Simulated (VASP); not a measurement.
# MnZn (Pm-3m) in VASP: a series of runs

Runs on MnZn. Level: LDA. Tasks: relaxation of cell and atoms, single point.

Program: VASP 6.6.1. These are calculated values, not measurements. Logs are shortened: lines on timing, memory, paths and dates and some standing lists are left out, and cuts for length are marked.

## 1. The cell of the first run

It takes space group Pm-3m (No. 221, cubic). Conventional cell: a = 3.110 Å, b = 3.110 Å, c = 3.110 Å, α = 90.00°, β = 90.00°, γ = 90.00°. Mn (site symmetry m-3m) has 8 Zn at 2.69 Å and 6 Mn at 3.11 Å within 3.6 Å. Within 3.6 Å of Zn (site symmetry m-3m) lie 8 Mn at 2.69 Å and 6 Zn at 3.11 Å.

## 2. Relaxation of cell and atoms, LDA, collinear spin, ferromagnetic start

INCAR reads:

```
PREC = Accurate
ENCUT = 600
EDIFF = 1E-6
ISMEAR = -1
SIGMA = 0.05
LREAL = F
LASPH = T
NELM = 150
ALGO = Normal
ISIF = 3
LWAVE = F
LCHARG = F
ISPIN = 2
MAGMOM = 4 0
LORBIT = 11
LMAXMIX = 4
GGA = CA
IBRION = 2
NSW = 100
EDIFFG = -0.005
```

KPOINTS reads:

```
Automatic mesh
0
Gamma
  11 11 11
```

POSCAR reads:

```
MnZn
1.0
    3.1103993697      0.0000000000      0.0000000000
    0.0000000000      3.1103993697      0.0000000000
    0.0000000000      0.0000000000      3.1103993697
Mn Zn
1 1
Direct
    0.0000000000      0.0000000000      0.0000000000
    0.5000000000      0.5000000000      0.5000000000
```

Potentials or basis: VASP PAW LDA potentials, release 64 (Mn_pv, Zn).

Command:

```sh
$ cat potpaw_LDA.64/Mn_pv/POTCAR potpaw_LDA.64/Zn/POTCAR > POTCAR
$ mpirun -np 1 vasp_std > vasp.out
```

OUTCAR:

```text
PREC = Accurate
   ENCUT = 600
   EDIFF = 1E-6
   ISMEAR = -1
   LREAL = F
   LASPH = T
   NELM = 150
   ISIF = 3
   ISPIN = 2
   LORBIT = 11
   GGA = CA
   IBRION = 2
   NSW = 100
   EDIFFG = -0.005

 ion  position               nearest neighbor table
   1  0.000  0.000  0.000-   2 2.69   2 2.69   2 2.69   2 2.69   2 2.69   2 2.69   2 2.69   2 2.69

   2  0.500  0.500  0.500-   1 2.69   1 2.69   1 2.69   1 2.69   1 2.69   1 2.69   1 2.69   1 2.69

  LATTYP: Found a simple cubic cell.
 ALAT       =     3.1103993697

  Lattice vectors:

 A1 = (   3.1103993697,   0.0000000000,   0.0000000000)
 A2 = (   0.0000000000,   3.1103993697,   0.0000000000)
 A3 = (   0.0000000000,   0.0000000000,   3.1103993697)

Analysis of symmetry for initial positions (statically):
=====================================================================
 Subroutine PRICEL returns:
 Original cell was already a primitive cell.

 Routine SETGRP: Setting up the symmetry group for a
 simple cubic supercell.

 Subroutine GETGRP returns: Found 48 space group operations
 (whereof 48 operations were pure point group operations)
 out of a pool of 48 trial point group operations.

The static configuration has the point symmetry O_h .

Analysis of symmetry for dynamics (positions and initial velocities):
=====================================================================
 Subroutine PRICEL returns:
 Original cell was already a primitive cell.

 Routine SETGRP: Setting up the symmetry group for a
 simple cubic supercell.

 Subroutine GETGRP returns: Found 48 space group operations
 (whereof 48 operations were pure point group operations)
 out of a pool of 48 trial point group operations.

The dynamic configuration has the point symmetry O_h .

Analysis of structural, dynamic, and magnetic symmetry:
=====================================================================
 Subroutine PRICEL returns:
 Original cell was already a primitive cell.

 Routine SETGRP: Setting up the symmetry group for a
 simple cubic supercell.

 Subroutine GETGRP returns: Found 48 space group operations
 (whereof 48 operations were pure point group operations)
 out of a pool of 48 trial point group operations.

The overall configuration has the point symmetry O_h .

 Subroutine INISYM returns: Found 48 space group operations
 (whereof 48 operations are pure point group operations),
[... 120 lines left out ...]
   LORBIT       =     11    0 simple, 1 ext, 2 COOP (PROOUT), +10 PAW based schemes
   GGA     = CA    functional components
   LHFCALC =     F    Hartree Fock is set to
   AEXX    =    0.0000 exact exchange contribution
   IVDW    =     0    specifies the selected vdW correction
   LEPSILON=     F    determine dielectric tensor
   LRPA    =     F    only Hartree local field effects (RPA)
 conjugate gradient relaxation of ions
 spin polarized calculation
  energy-cutoff  :      600.00
  volume of cell :       30.09
 maximum number of plane-waves:      1021
 NGX is ok and might be reduce to    28
   NGX = 13   NGY = 13   NGZ = 13

--------------------------------------- Ionic step        1  -------------------------------------------

 number of electron      25.0000030 magnetization       3.1407857

 Free energy of the ion-electron system (eV)
  ---------------------------------------------------
  ext. energy  EPLUGINS =         0.00000000
  ---------------------------------------------------
  free energy    TOTEN  =       -11.12071027 eV

  energy without entropy =      -11.10729178  energy(sigma->0) =      -11.11400103

------------------------ aborting loop because EDIFF is reached ----------------------------------------

  FORCE on cell =-STRESS in cart. coord.  units (eV):
  Direction    XX          YY          ZZ          XY          YZ          ZX
  --------------------------------------------------------------------------------------
  -------------------------------------------------------------------------------------
  Total       -3.5388988     -3.5388988     -3.5388988     -0.0000000      0.0000000     -0.0000000
  in kB     -188.4214152   -188.4214152   -188.4214152     -0.0000000      0.0000000     -0.0000000
  external PRESSURE =    -188.4214152 kB  Pullay stress =       0.0000000 kB
[... 89 lines left out ...]
  FREE ENERGIE OF THE ION-ELECTRON SYSTEM (eV)
  ---------------------------------------------------
  free  energy   TOTEN  =       -11.5733769121 eV

  energy  without entropy=      -11.5628178550  energy(sigma->0) =      -11.56809738

[... ionic steps 4 to 16 ...]

--------------------------------------- Ionic step       17  -------------------------------------------

 number of electron      25.0000009 magnetization      -2.6275678

------------------------ aborting loop because EDIFF is reached ----------------------------------------
[... 67 lines left out ...]
--------------------------------------- Ionic step       19  -------------------------------------------

 number of electron      25.0000009 magnetization      -2.6268441

 Free energy of the ion-electron system (eV)
  ---------------------------------------------------
  ext. energy  EPLUGINS =         0.00000000
  ---------------------------------------------------
  free energy    TOTEN  =       -11.57345615 eV

  energy without entropy =      -11.56292276  energy(sigma->0) =      -11.56818946

 E-fermi :   6.4631     XC(G=0): -13.3619

 val. band max:        6.4453503212   @ k =   0.4545   0.3636   0.0909
 cond. band min:       6.4897960340   @ k =   0.3636   0.3636   0.2727
 fundamental gap:      0.0444457128
 Fermi energy:         6.4630894629

 spin component 1

 k-point     1 :       0.0000    0.0000    0.0000
  band No.  band energies     occupation
      1     -39.4504      1.00000
      2     -39.4504      1.00000
      3     -39.4504      1.00000
      4      -3.3801      1.00000
      5      -1.3747      1.00000
      6      -1.3747      1.00000
[... 493 lines left out ...]
     17      15.3974      0.00000
     18      21.6175      0.00000

 [... further k-points ...]

 spin component 2

 k-point     1 :       0.0000    0.0000    0.0000
  band No.  band energies     occupation
      1     -41.9764      1.00000
      2     -41.9764      1.00000
      3     -41.9764      1.00000
      4      -3.6440      1.00000
      5      -1.4341      1.00000
      6      -1.4341      1.00000
[... 524 lines left out ...]
  FREE ENERGIE OF THE ION-ELECTRON SYSTEM (eV)
  ---------------------------------------------------
  free  energy   TOTEN  =       -11.5734561538 eV

  energy  without entropy=      -11.5629227569  energy(sigma->0) =      -11.56818946

 reached required accuracy - stopping structural energy minimisation

 total charge

# of ion       s       p       d       tot
------------------------------------------
    1        0.310   6.285   5.159  11.755
    2        0.670   0.653   9.739  11.061
--------------------------------------------------
tot          0.980   6.938  14.898  22.816

 magnetization (x)

# of ion       s       p       d       tot
------------------------------------------
    1       -0.006  -0.004  -2.577  -2.588
    2        0.031   0.037  -0.043   0.025
--------------------------------------------------
tot          0.025   0.033  -2.620  -2.562
```

CONTCAR:

```text
MnZn
   1.00000000000000
     2.8948194055533403   -0.0000000000000000    0.0000000000000000
    -0.0000000000000000    2.8948194055533403   -0.0000000000000000
    -0.0000000000000000   -0.0000000000000000    2.8948194055533403
  Mn              Zn
     1     1
Direct
     0.0000000000000000    0.0000000000000000    0.0000000000000000
     0.5000000000000000    0.5000000000000000    0.5000000000000000

  0.00000000E+00  0.00000000E+00  0.00000000E+00
  0.00000000E+00  0.00000000E+00  0.00000000E+00
```

Wall time 7.4 min (1 thread of Intel Xeon Platinum 8259CL at 2.50GHz (Skylake/Cascade Lake), shared host); peak memory 0.2 GiB.

What came out:

| Item | Value |
| --- | --- |
| Free energy | -11.5735 eV |
| Relaxed volume | 12.13 Å³/atom |
| Relaxed cell | a = 2.895 Å, b = 2.895 Å, c = 2.895 Å, α = 90.00°, β = 90.00°, γ = 90.00° |
| Space group after relaxing (to 0.05 Å) | Pm-3m (No. 221) |
| Energy gained by relaxing | 226.4 meV/atom |
| Ionic steps | 19 |
| Pressure after relaxing | 0.0 GPa |
| Net moment | -2.63 μB per cell |
| Site moments | Mn -2.59; Zn +0.03 μB |
| Valence electrons inside the program's atomic spheres | Mn 11.76; Zn 11.06 |

The path:
| step | energy change (eV) | largest force (eV/Å) | pressure (GPa) | volume (Å³) |
| --- | --- | --- | --- | --- |
| 1 | 0.0000 | 0.0000 | -18.84 | 30.09 |
| 2 | -0.4180 | 0.0000 | 9.35 | 23.02 |
| 3 | -0.4527 | 0.0000 | 0.35 | 24.20 |
| 4 | -0.4527 | 0.0000 | -0.25 | 24.31 |
| 5 | -0.4527 | 0.0000 | -0.19 | 24.31 |
| 6 | -0.4527 | 0.0000 | -0.29 | 24.30 |
| 7 | -0.4527 | 0.0000 | -0.30 | 24.30 |
| 8 | -0.4527 | 0.0000 | -0.30 | 24.30 |
| 9 | -0.4527 | 0.0000 | -0.29 | 24.30 |
| 10 | -0.4527 | 0.0000 | -0.28 | 24.30 |
| 11 | -0.4527 | 0.0000 | -0.26 | 24.30 |
| 12 | -0.4527 | 0.0000 | -0.21 | 24.30 |
| 13 | -0.4527 | 0.0000 | -0.24 | 24.30 |
| 14 | -0.4527 | 0.0000 | -0.26 | 24.30 |
| 15 | -0.4527 | 0.0000 | -0.22 | 24.30 |
| 16 | -0.4527 | 0.0000 | -0.18 | 24.29 |
| 17 | -0.4527 | 0.0000 | -0.08 | 24.27 |
| 18 | -0.4527 | 0.0000 | 0.14 | 24.24 |
| 19 | -0.4527 | 0.0000 | -0.01 | 24.26 |

Final structure:
```yaml
crystal:
  lattice:
    - [2.89482, 0.00000, 0.00000]
    - [0.00000, 2.89482, 0.00000]
    - [0.00000, 0.00000, 2.89482]
  atoms:
    - { symbol: Mn, position: [0.00000, 0.00000, 0.00000] }
    - { symbol: Zn, position: [0.50000, 0.50000, 0.50000] }
```

Caveat: the volume moved by over 15 % at a fixed basis, so the end points are rough; the volume moved by -19 % from the deposited cell, more than functionals usually miss. Zero-point motion and thermal expansion aren't in these numbers.

## 3. Single point, LDA, collinear spin, ferromagnetic start

This run uses another cell than the first one, of 12.10 Å³/atom, 0.804 times its volume.

INCAR reads:

```
ALGO = Normal ; EDIFF = 1E-6
ENCUT = 520 ; ISIF = 2
ISMEAR = -1 ; ISPIN = 2
LASPH = True ; LCHARG = False
LMAXMIX = 4 ; LORBIT = 11
LREAL = False ; LWAVE = False
MAGMOM = 4 0 ; NBANDS = 24
NELM = 150 ; PREC = Accurate
SIGMA = 0.05
```

KPOINTS reads:

```
k-points
0
Gamma
  11 11 11
```

POSCAR reads:

```
MnZn
1.0
    2.8926569661      0.0000000000      0.0000000000
    0.0000000000      2.8926569661      0.0000000000
    0.0000000000      0.0000000000      2.8926569661
Mn Zn
1 1
Direct
    0.0000000000      0.0000000000      0.0000000000
    0.5000000000      0.5000000000      0.5000000000
```

Potentials or basis: VASP PAW LDA potentials, release 64 (Mn_pv, Zn).

Command:

```sh
$ cat potpaw_LDA.64/Mn_pv/POTCAR potpaw_LDA.64/Zn/POTCAR > POTCAR
$ mpirun -np 1 vasp_std > vasp.out
```

It took 38 s on 1 thread of Intel Xeon Platinum 8259CL at 2.50GHz (Skylake/Cascade Lake), shared host; peak memory 0.17 GiB.

The run converged. Its results:

```yaml
Free_energy: -11.5697 eV
Pressure: 0.4 GPa
Net_moment: 2.62 μB per cell
Site_moments: Mn +2.58; Zn -0.03 μB
Valence_electrons_inside_the_program's_atomic_spheres: Mn 11.76; Zn 11.06
```

Levels at points of the mesh, in eV from the Fermi level:
Spin up:
```
           k point  band 11  band 12  band 13  band 14  band 15  band 16  band 17  band 18
(0.00, 0.00, 0.00)    -2.36    -0.70    -0.70    -0.70     7.15     7.15     7.15    13.19
```
Spin down:
```csv
k point,band 9,band 10,band 11,band 12,band 13,band 14
"(0.00, 0.00, 0.00)",-7.05,-0.75,-0.75,1.66,1.66,1.66
```

## 4. Single point, LDA, collinear spin, ferromagnetic start

This run uses another cell than the first one, of 12.09 Å³/atom, 0.803 times its volume.

INCAR reads:

```
ALGO = Normal
EDIFF = 1E-6
ENCUT = 520
GGA = CA
ISIF = 2
ISMEAR = -1
ISPIN = 2
LASPH = True
LCHARG = True
LELF = True
LMAXMIX = 4
LORBIT = 11
LREAL = False
LVHAR = True
LWAVE = False
MAGMOM = 4 0
NBANDS = 24
NELM = 150
PREC = Accurate
SIGMA = 0.15
```

KPOINTS is that of step 3.

POSCAR reads:

```
MnZn
1.0
    2.8915780140      0.0000000000      0.0000000000
    0.0000000000      2.8915780140      0.0000000000
    0.0000000000      0.0000000000      2.8915780140
Mn Zn
1 1
Direct
    0.0000000000      0.0000000000      0.0000000000
    0.5000000000      0.5000000000      0.5000000000
```

Command:

```sh
$ cat potpaw_LDA.64/Mn_pv/POTCAR potpaw_LDA.64/Zn/POTCAR > POTCAR
$ mpirun -np 1 vasp_std > vasp.out
```

It took 18 s on 1 thread of Intel Xeon 6975P-C (Granite Rapids), shared host; peak memory 0.17 GiB.

Results (log left out):

* Free energy: -11.6132 eV
* Pressure: 0.2 GPa
* Net moment: 2.55 μB per cell
* Site moments: Mn +2.51; Zn -0.02 μB
* Valence electrons inside the program's atomic spheres: Mn 11.76; Zn 11.06

Levels at points of the mesh, in eV from the Fermi level:
Spin up:
```
           k point  band 12  band 13  band 14  band 15  band 16  band 17
(0.00, 0.00, 0.00)    -0.63    -0.63    -0.63     7.21     7.21     7.21
```
Spin down:
```
           k point  band 8  band 9  band 10  band 11  band 12  band 13  band 14  band 15
(0.00, 0.00, 0.00)   -7.01   -7.01    -0.74    -0.74     1.67     1.67     1.67     7.52
```

## 5. Relaxation of cell and atoms, LDA, collinear spin, ferromagnetic start

INCAR reads:

```
SYSTEM = MnZn
  ALGO = Normal
  EDIFF = 1E-7
  EDIFFG = -0.005
  ENCUT = 600
  GGA = CA
  IBRION = 2
  ISIF = 3
  ISMEAR = -1
  ISPIN = 2
  LASPH = .TRUE.
  LCHARG = .FALSE.
  LMAXMIX = 4
  LORBIT = 11
  LREAL = .FALSE.
  LWAVE = .FALSE.
  MAGMOM = 4 0
  NELM = 150
  NSW = 100
  PREC = Accurate
  SIGMA = 0.15
```

KPOINTS reads:

```
k-points
0
G
  11 11 11
  0 0 0
```

POSCAR reads:

```
MnZn
1.0
    3.1103993697      0.0000000000      0.0000000000
    0.0000000000      3.1103993697      0.0000000000
    0.0000000000      0.0000000000      3.1103993697
Mn Zn
1 1
Direct
    0.0000000000      0.0000000000      0.0000000000
    0.5000000000      0.5000000000      0.5000000000
```

Command:

```sh
$ cat potpaw_LDA.64/Mn_pv/POTCAR potpaw_LDA.64/Zn/POTCAR > POTCAR
$ mpirun -np 1 vasp_std > vasp.out
```

It took 3.4 min on 1 thread of Intel Xeon 6975P-C (Granite Rapids), shared host; peak memory 0.2 GiB.

It converged, with:

| Property | Result |
| --- | --- |
| Free energy | -11.6169 eV |
| Relaxed volume | 12.10 Å³/atom |
| Relaxed cell | a = 2.893 Å, b = 2.893 Å, c = 2.893 Å, α = 90.00°, β = 90.00°, γ = 90.00° |
| Space group after relaxing (to 0.05 Å) | Pm-3m (No. 221) |
| Energy gained by relaxing | 221.6 meV/atom |
| Ionic steps | 15 |
| Pressure after relaxing | 0.0 GPa |
| Net moment | -2.55 μB per cell |
| Site moments | Mn -2.51; Zn +0.02 μB |
| Valence electrons inside the program's atomic spheres | Mn 11.76; Zn 11.06 |

The path:
| step | energy change (eV) | largest force (eV/Å) | pressure (GPa) | volume (Å³) |
| --- | --- | --- | --- | --- |
| 1 | 0.0000 | 0.0000 | -18.40 | 30.09 |
| 2 | -0.4200 | 0.0000 | 7.55 | 23.18 |
| 3 | -0.4432 | 0.0000 | 0.25 | 24.17 |
| 4 | -0.4431 | 0.0000 | -0.45 | 24.28 |
| 5 | -0.4431 | 0.0000 | -0.45 | 24.27 |
| 6 | -0.4432 | 0.0000 | -0.41 | 24.27 |
| 7 | -0.4432 | 0.0000 | -0.40 | 24.27 |
| 8 | -0.4432 | 0.0000 | -0.37 | 24.27 |
| 9 | -0.4432 | 0.0000 | -0.39 | 24.27 |
| 10 | -0.4432 | 0.0000 | -0.39 | 24.27 |
| 11 | -0.4432 | 0.0000 | -0.38 | 24.26 |
| 12 | -0.4432 | 0.0000 | -0.37 | 24.26 |
| 13 | -0.4432 | 0.0000 | -0.31 | 24.25 |
| 14 | -0.4432 | 0.0000 | -0.24 | 24.24 |
| 15 | -0.4432 | 0.0000 | -0.05 | 24.21 |

Final structure:
```cif
data_structure
_symmetry_space_group_name_H-M 'P 1'
_symmetry_Int_Tables_number 1
_cell_length_a 2.8928
_cell_length_b 2.8928
_cell_length_c 2.8928
_cell_angle_alpha 90.000
_cell_angle_beta 90.000
_cell_angle_gamma 90.000
_cell_volume 24.21
loop_
_atom_site_label
_atom_site_type_symbol
_atom_site_fract_x
_atom_site_fract_y
_atom_site_fract_z
_atom_site_occupancy
Mn1 Mn 0.00000 0.00000 0.00000 1
Zn1 Zn 0.50000 0.50000 0.50000 1
```

Levels at points of the mesh, in eV from the Fermi level:
Spin up:
```tsv
k point	band 7	band 8	band 9	band 10	band 11	band 12	band 13	band 14	band 15	band 16
(0.00, 0.00, 0.00)	-7.01	-7.01	-7.01	-0.73	-0.73	1.67	1.67	1.67	7.51	7.51
```
Spin down:
```csv
k point,band 11,band 12,band 13,band 14,band 15,band 16,band 17,band 18
"(0.00, 0.00, 0.00)",-2.30,-0.63,-0.63,-0.63,7.20,7.20,7.20,13.23
```

Caveat: the volume moved by over 15 % at a fixed basis, so the end points are rough; the volume moved by -20 % from the deposited cell, more than functionals usually miss. LDA usually gives volumes a few per cent too small.

## 6. The runs side by side

```tsv
task	cell	cutoff (eV)	smearing	gap on the mesh (eV)	pressure (GPa)	moment (μB)	relaxed volume (Å³/atom)
relaxation of cell and atoms	relaxed from a = 3.110 Å, 2 atoms	600	fermi-dirac 0.05 eV	none	0.0	2.63	12.13
single point	a = 2.893 Å, 2 atoms	520	fermi-dirac 0.05 eV	none	0.4	2.62	-
single point	a = 2.892 Å, 2 atoms	520	fermi-dirac 0.15 eV	none	0.2	2.55	-
relaxation of cell and atoms	relaxed from a = 3.110 Å, 2 atoms	600	fermi-dirac 0.15 eV	none	0.0	2.55	12.10
```

Alike in all rows: level LDA; potentials or basis VASP PAW LDA potentials, release 64 (Mn_pv, Zn); spin collinear, ferromagnetic start; k mesh 11 × 11 × 11.

Caveats: the volume moved by over 15 % at a fixed basis, so the end points are rough (some runs); the volume moved by -19 % from the deposited cell, more than functionals usually miss (some runs); the volume moved by -20 % from the deposited cell, more than functionals usually miss (some runs).

Absolute energies hang on the potentials; compare differences alone.
